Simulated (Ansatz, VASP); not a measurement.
## C: VASP beside Ansatz

Contents of INCAR:

```
SYSTEM = C
  PREC = Accurate
  ENCUT = 520
  EDIFF = 1E-6
  ISMEAR = 0
  SIGMA = 0.1
  LREAL = .FALSE.
  LASPH = .TRUE.
  NELM = 100
  ALGO = Normal
  ISIF = 2
  LWAVE = .FALSE.
  LCHARG = .TRUE.
  LDIPOL = .TRUE.
  IDIPOL = 3
  DIPOL = 0.5 0.5 0.343
  GGA = PE
  IVDW = 12
  LELF = .TRUE.
  LVHAR = .TRUE.
  LVACPOTAV = .TRUE.
  NBANDS = 16
```

The input KPOINTS:

```
Automatic mesh
0
G
  15 15 1
  0 0 0
```

POSCAR

```
C
1.0
    2.4656524409      0.0000000000      0.0000000000
   -1.2328262205      2.1353176508      0.0000000000
    0.0000000000      0.0000000000     17.5000663883
C
4
Direct
    0.6666666667      0.3333333333      0.2571437784
    0.3333333333      0.6666666667      0.2571418816
    0.6666666667      0.5000000000      0.4291450227
    0.3333333333      0.8333333333      0.4291431259
```

Input for Ansatz:

```yaml
crystal:
  lattice:
    - [2.4656524409, 0.0, 0.0]
    - [-1.2328262205, 2.1353176508, 0.0]
    - [0.0, 0.0, 17.5000663883]
  atoms:
    - { symbol: C, position: [0.6666666667, 0.3333333333, 0.2571437784] }
    - { symbol: C, position: [0.3333333333, 0.6666666667, 0.2571418816] }
    - { symbol: C, position: [0.6666666667, 0.5, 0.4291450227] }
    - { symbol: C, position: [0.3333333333, 0.8333333333, 0.4291431259] }
basis:
  ecutwfc: 420
kpoints:
  mp_grid: { grid: [15, 15, 1] }
hamiltonian:
  xc: pbe
  pseudopotentials: { kind: paw, azcp: { folder: soft_1 } }
  dispersion: d3bj
scf:
  occupations: { method: gaussian, width: 0.1 }
output:
  forces: true
  eigenvalues: true
efield:
  axis: 3
  dipole_correction: true
  ramp_width: 0.04
```

Alike in both runs: task single point; functional PBE; dispersion D3(BJ); k mesh 15 × 15 × 1; occupations gaussian, width 0.1 eV; no spin polarisation.

```csv
,VASP,Ansatz
version,VASP 6.6.1,Ansatz 0.2.0
potentials or method,"VASP PAW PBE potentials, release 64 (C), cutoff 520 eV","scalar-relativistic, plane waves, PAW"
valence electrons in the cell,16,16
```

```csv
,VASP,Ansatz,Ansatz less VASP
gap on the k mesh at the Fermi level (eV),0.93,0.93,+0.001
least direct gap on the mesh (eV),0.97,0.97,+0.001
rms of the force components (eV/Å),0.133,0.133,-0.0001
```

Atom by atom the forces differ by 0.000 eV/Å (rms over components). Ansatz's warnings: structure snapped to symmetry.
